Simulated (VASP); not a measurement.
# Nb (Im-3m) in VASP: further runs, part 2 of 2

VASP 6.6.1. Earlier steps stand in the parts before.

## 4. Single point, r2SCAN

POSCAR

```
Nb
1.0
   -1.6511317439      1.6511317439      1.6511317439
    1.6511317439     -1.6511317439      1.6511317439
    1.6511317439      1.6511317439     -1.6511317439
Nb
1
Direct
    0.0000000000      0.0000000000      0.0000000000
```

INCAR.step1

```
PREC     = Accurate       # precision mode
ENCUT    = 520            # plane-wave cutoff, eV
ISMEAR   = 0              # smearing method
SIGMA    = 0.01           # smearing width, eV
LREAL    = F              # projectors in reciprocal space
LASPH    = T              # aspherical terms in the spheres
NELM     = 100            # most SCF steps
NBANDS   = 12             # bands
GGA      = PE             # functional
ALGO     = Normal         # electronic algorithm
EDIFF    = 1E-4           # SCF threshold, eV
LWAVE    = T              # write WAVECAR
LCHARG   = F              # write CHGCAR
```

INCAR.step2

```
PREC     = Accurate       # precision mode
ENCUT    = 520            # plane-wave cutoff, eV
EDIFF    = 1E-6           # SCF threshold, eV
ISMEAR   = 0              # smearing method
SIGMA    = 0.01           # smearing width, eV
LREAL    = F              # projectors in reciprocal space
LASPH    = T              # aspherical terms in the spheres
NELM     = 100            # most SCF steps
ALGO     = Normal         # electronic algorithm
ISIF     = 2              # what is computed and relaxed
LWAVE    = F              # write WAVECAR
LCHARG   = F              # write CHGCAR
METAGGA  = R2SCAN         # meta-GGA
LMIXTAU  = T            
NBANDS   = 12             # bands
ISTART   = 1
```

KPOINTS

```
Automatic mesh
0
Gamma
  13 13 13
```

Potentials or basis: VASP PAW PBE potentials, release 64 (Nb_sv).

Launch:

```console
> cat potpaw_PBE.64/Nb_sv/POTCAR > POTCAR
> cp INCAR.step1 INCAR
> mpirun -np 1 vasp_std > vasp.out
> cp INCAR.step2 INCAR
> mpirun -np 1 vasp_std > vasp.out
```

OUTCAR:

```text
PREC = Accurate
   ENCUT = 520
   EDIFF = 1E-6
   ISMEAR = 0
   LREAL = F
   LASPH = T
   NELM = 100
   ISIF = 2
   METAGGA = R2SCAN
   ISTART = 1

 ion  position               nearest neighbor table
   1  0.000  0.000  0.000-

  LATTYP: Found a body centered cubic cell.
 ALAT       =     3.3022634878

  Lattice vectors:

 A1 = (  -1.6511317439,   1.6511317439,   1.6511317439)
 A2 = (   1.6511317439,  -1.6511317439,   1.6511317439)
 A3 = (   1.6511317439,   1.6511317439,  -1.6511317439)

Analysis of symmetry for initial positions (statically):
=====================================================================
 Subroutine PRICEL returns:
 Original cell was already a primitive cell.

 Routine SETGRP: Setting up the symmetry group for a
 body centered cubic supercell.

 Subroutine GETGRP returns: Found 48 space group operations
 (whereof 48 operations were pure point group operations)
 out of a pool of 48 trial point group operations.

The static configuration has the point symmetry O_h .

[... 164 lines left out ...]
 Fermi energy:        11.1143288410

 k-point     1 :       0.0000    0.0000    0.0000
  band No.  band energies     occupation
      1     -45.0031      2.00000
      2     -19.5427      2.00000
      3     -19.5427      2.00000
      4     -19.5427      2.00000
      5       4.8571      2.00000
      6      11.5914      0.00000
      7      11.5914      0.00000
      8      11.5914      0.00000
      9      14.7138      0.00000
     10      14.7138      0.00000
     11      26.0207      0.00000
     12      26.0207      0.00000
[... 331 lines left out ...]
 k-point    24 :       0.2308    0.0769    0.0769
  band No.  band energies     occupation
      1     -44.8087      2.00000
      2     -20.5799      2.00000
      3     -19.8555      2.00000
      4     -19.6258      2.00000
      5       7.8172      2.00000
      6       9.8813      2.00000
      7      10.5841      2.00000
      8      14.4968      0.00000
      9      15.0544      0.00000
     10      16.1661      0.00000
     11      25.8161      0.00000
     12      26.5954      0.00000

 [... further k-points ...]

------------------------ aborting loop because EDIFF is reached ----------------------------------------

  FORCE on cell =-STRESS in cart. coord.  units (eV):
  Direction    XX          YY          ZZ          XY          YZ          ZX
  --------------------------------------------------------------------------------------
  -------------------------------------------------------------------------------------
  Total       -0.0755989     -0.0755989     -0.0755989      0.0000000      0.0000000      0.0000000
  in kB       -6.7269941     -6.7269941     -6.7269941      0.0000000      0.0000000      0.0000000
  external PRESSURE =      -6.7269941 kB  Pullay stress =       0.0000000 kB

 VOLUME and BASIS-vectors are now :
 -----------------------------------------------------------------------------
  energy-cutoff  :      520.00
  volume of cell :       18.01
      direct lattice vectors                 reciprocal lattice vectors
    -1.651131744  1.651131744  1.651131744     0.000000000  0.302822595  0.302822595
     1.651131744 -1.651131744  1.651131744     0.302822595  0.000000000  0.302822595
     1.651131744  1.651131744 -1.651131744     0.302822595  0.302822595  0.000000000

 POSITION                                       TOTAL-FORCE (eV/Angst)
 -----------------------------------------------------------------------------------
      0.00000      0.00000      0.00000         0.000000     -0.000000     -0.000000
 -----------------------------------------------------------------------------------
    total drift:                                0.000000      0.000000     -0.000000

  FREE ENERGIE OF THE ION-ELECTRON SYSTEM (eV)
  ---------------------------------------------------
  free  energy   TOTEN  =       -24.8487384634 eV

  energy  without entropy=      -24.8486697207  energy(sigma->0) =      -24.84870409
```

OUTCAR.step1:

```text
PREC = Accurate
   ENCUT = 520
   ISMEAR = 0
   LREAL = F
   LASPH = T
[... 576 lines left out ...]

 POSITION                                       TOTAL-FORCE (eV/Angst)
 -----------------------------------------------------------------------------------
      0.00000      0.00000      0.00000         0.000000      0.000000      0.000000
 -----------------------------------------------------------------------------------
    total drift:                                0.000000      0.000000     -0.000000

  FREE ENERGIE OF THE ION-ELECTRON SYSTEM (eV)
  ---------------------------------------------------
  free  energy   TOTEN  =       -10.2226479164 eV

  energy  without entropy=      -10.2225292778  energy(sigma->0) =      -10.22258860
```

OSZICAR.step1:

```text
N       E                     dE             d eps       ncg     rms          rms(c)
DAV:   1     0.117733869687E+03    0.11773E+03   -0.72571E+03  2016   0.108E+03
DAV:   2    -0.586389506385E+01   -0.12360E+03   -0.11919E+03  2156   0.391E+02
DAV:   3    -0.103361760962E+02   -0.44723E+01   -0.42821E+01  2904   0.658E+01
DAV:   4    -0.106240455347E+02   -0.28787E+00   -0.28632E+00  2780   0.151E+01
DAV:   5    -0.106368549203E+02   -0.12809E-01   -0.12805E-01  2972   0.258E+00    0.712E+00
DAV:   6    -0.102618106469E+02    0.37504E+00   -0.57967E-01  3244   0.968E+00    0.249E+00
DAV:   7    -0.102173912849E+02    0.44419E-01   -0.18016E-01  3328   0.537E+00    0.950E-01
DAV:   8    -0.102226005550E+02   -0.52093E-02   -0.12713E-02  2384   0.150E+00    0.389E-02
DAV:   9    -0.102226479164E+02   -0.47361E-04   -0.84333E-04  3040   0.233E-01
   1 F= -.10222648E+02 E0= -.10222589E+02  d E =-.118639E-03
```

Wall time 23 s (1 thread of Intel Xeon 6975P-C (Granite Rapids), shared host); peak memory 0.15 GiB.

What came out:

```
Free energy            : -24.8487 eV
Pressure               : -0.7 GPa
Band gap on the k mesh : zero (an odd number of electrons rules out a gap without spin polarisation)
```

Levels at points of the mesh, in eV from the Fermi level:
| k point | band 3 | band 4 | band 5 | band 6 | band 7 | band 8 | band 9 | band 10 |
| --- | --- | --- | --- | --- | --- | --- | --- | --- |
| (0.00, 0.00, 0.00) | -30.66 | -30.66 | -6.26 | 0.48 | 0.48 | 0.48 | 3.60 | 3.60 |

Caveat: the PAW data sets were made with another functional, which shifts forces and pressure a little.

## 5. Single point, r2SCAN

POSCAR is that of step 4.

INCAR.step1

```
  ALGO = Normal
  EDIFF = 1E-4
  ENCUT = 520
  GGA = PE
  ISMEAR = 0
  LASPH = True
  LCHARG = False
  LREAL = False
  LWAVE = True
  NBANDS = 12
  NELM = 100
  PREC = Accurate
  SIGMA = 0.03
```

INCAR.step2

```
  ALGO = Normal
  EDIFF = 1E-6
  ENCUT = 520
  ISIF = 2
  ISMEAR = 0
  ISTART = 1
  LASPH = True
  LCHARG = False
  LMIXTAU = True
  LREAL = False
  LWAVE = False
  METAGGA = R2SCAN
  NBANDS = 12
  NELM = 100
  PREC = Accurate
  SIGMA = 0.03
```

KPOINTS

```
k-points
0
Gamma
  13 13 13
```

Potentials or basis: VASP PAW PBE potentials, release 64 (Nb_sv).

Launch:

```console
> cat potpaw_PBE.64/Nb_sv/POTCAR > POTCAR
> cp INCAR.step1 INCAR
> mpirun -np 1 vasp_std > vasp.out
> cp INCAR.step2 INCAR
> mpirun -np 1 vasp_std > vasp.out
```

OUTCAR:

```text
EDIFF = 1E-6
   ENCUT = 520
   ISIF = 2
   ISMEAR = 0
   ISTART = 1
   LASPH = True
   LREAL = False
   METAGGA = R2SCAN
   NELM = 100
   PREC = Accurate

 ion  position               nearest neighbor table
   1  0.000  0.000  0.000-

  LATTYP: Found a body centered cubic cell.
 ALAT       =     3.3022634878

  Lattice vectors:

 A1 = (  -1.6511317439,   1.6511317439,   1.6511317439)
 A2 = (   1.6511317439,  -1.6511317439,   1.6511317439)
 A3 = (   1.6511317439,   1.6511317439,  -1.6511317439)

Analysis of symmetry for initial positions (statically):
=====================================================================
 Subroutine PRICEL returns:
 Original cell was already a primitive cell.

 Routine SETGRP: Setting up the symmetry group for a
 body centered cubic supercell.

 Subroutine GETGRP returns: Found 48 space group operations
 (whereof 48 operations were pure point group operations)
 out of a pool of 48 trial point group operations.

The static configuration has the point symmetry O_h .

Analysis of symmetry for dynamics (positions and initial velocities):
[... 166 lines left out ...]
  band No.  band energies     occupation
      1     -45.0014      2.00000
      2     -19.5412      2.00000
      3     -19.5412      2.00000
      4     -19.5412      2.00000
      5       4.8573      2.00000
      6      11.5920      0.00000
      7      11.5920      0.00000
      8      11.5920      0.00000
      9      14.7145      0.00000
     10      14.7145      0.00000
     11      26.0206      0.00000
     12      26.0206      0.00000
[... 331 lines left out ...]
 k-point    24 :       0.2308    0.0769    0.0769
  band No.  band energies     occupation
      1     -44.8070      2.00000
      2     -20.5785      2.00000
      3     -19.8540      2.00000
      4     -19.6243      2.00000
      5       7.8175      2.00000
      6       9.8818      2.00000
      7      10.5846      2.00000
      8      14.4975      0.00000
      9      15.0553      0.00000
     10      16.1668      0.00000
     11      25.8161      0.00000
     12      26.5959      0.00000

 [... further k-points ...]

------------------------ aborting loop because EDIFF is reached ----------------------------------------

  FORCE on cell =-STRESS in cart. coord.  units (eV):
  Direction    XX          YY          ZZ          XY          YZ          ZX
  --------------------------------------------------------------------------------------
  -------------------------------------------------------------------------------------
  Total       -0.0869127     -0.0869127     -0.0869127      0.0000000      0.0000000     -0.0000000
  in kB       -7.7337270     -7.7337270     -7.7337270      0.0000000      0.0000000     -0.0000000
  external PRESSURE =      -7.7337270 kB  Pullay stress =       0.0000000 kB

 VOLUME and BASIS-vectors are now :
 -----------------------------------------------------------------------------
  energy-cutoff  :      520.00
  volume of cell :       18.01
      direct lattice vectors                 reciprocal lattice vectors
    -1.651131744  1.651131744  1.651131744     0.000000000  0.302822595  0.302822595
     1.651131744 -1.651131744  1.651131744     0.302822595  0.000000000  0.302822595
     1.651131744  1.651131744 -1.651131744     0.302822595  0.302822595  0.000000000

 POSITION                                       TOTAL-FORCE (eV/Angst)
 -----------------------------------------------------------------------------------
      0.00000      0.00000      0.00000         0.000000      0.000000      0.000000
 -----------------------------------------------------------------------------------
    total drift:                                0.000000      0.000000      0.000000

  FREE ENERGIE OF THE ION-ELECTRON SYSTEM (eV)
  ---------------------------------------------------
  free  energy   TOTEN  =       -24.8489003969 eV

  energy  without entropy=      -24.8486331864  energy(sigma->0) =      -24.84876679
```

OUTCAR.step1:

```text
EDIFF = 1E-4
   ENCUT = 520
   GGA = PE
   ISMEAR = 0
   LASPH = True
   LREAL = False
[... 575 lines left out ...]

 POSITION                                       TOTAL-FORCE (eV/Angst)
 -----------------------------------------------------------------------------------
      0.00000      0.00000      0.00000         0.000000      0.000000      0.000000
 -----------------------------------------------------------------------------------
    total drift:                                0.000000      0.000000      0.000000

  FREE ENERGIE OF THE ION-ELECTRON SYSTEM (eV)
  ---------------------------------------------------
  free  energy   TOTEN  =       -10.2229800894 eV

  energy  without entropy=      -10.2223713738  energy(sigma->0) =      -10.22267573
```

Wall time 23 s (1 thread of Intel Xeon 6975P-C (Granite Rapids), shared host); peak memory 0.15 GiB.

Results:

```
Free energy            : -24.8489 eV
Pressure               : -0.8 GPa
Band gap on the k mesh : zero (an odd number of electrons rules out a gap without spin polarisation)
```

Levels at points of the mesh, in eV from the Fermi level:
```
           k point  band 4  band 5  band 6  band 7  band 8  band 9
(0.00, 0.00, 0.00)  -30.67   -6.27    0.46    0.46    0.46    3.59
```

Caveat: the PAW data sets were made with another functional, which shifts forces and pressure a little.

## 6. Summary

```tsv
smearing	gap on the mesh (eV)	pressure (GPa)
fermi-dirac 0.6 eV	none	6.2
fermi-dirac 1 eV	none	15.9
gaussian 0.01 eV	none	-0.7
gaussian 0.03 eV	none	-0.8
```

Alike in all rows: task single point; level r2SCAN; potentials or basis VASP PAW PBE potentials, release 64 (Nb_sv); no spin polarisation; cell as given; k mesh 13 × 13 × 13; cutoff (eV) 520.

Caveats: the PAW data sets were made with another functional, which shifts forces and pressure a little; the cell stands under pressure (at least some runs); so wide a smearing shifts energies and pressures (at least some runs).

Absolute energies hang on the potentials; compare differences alone.
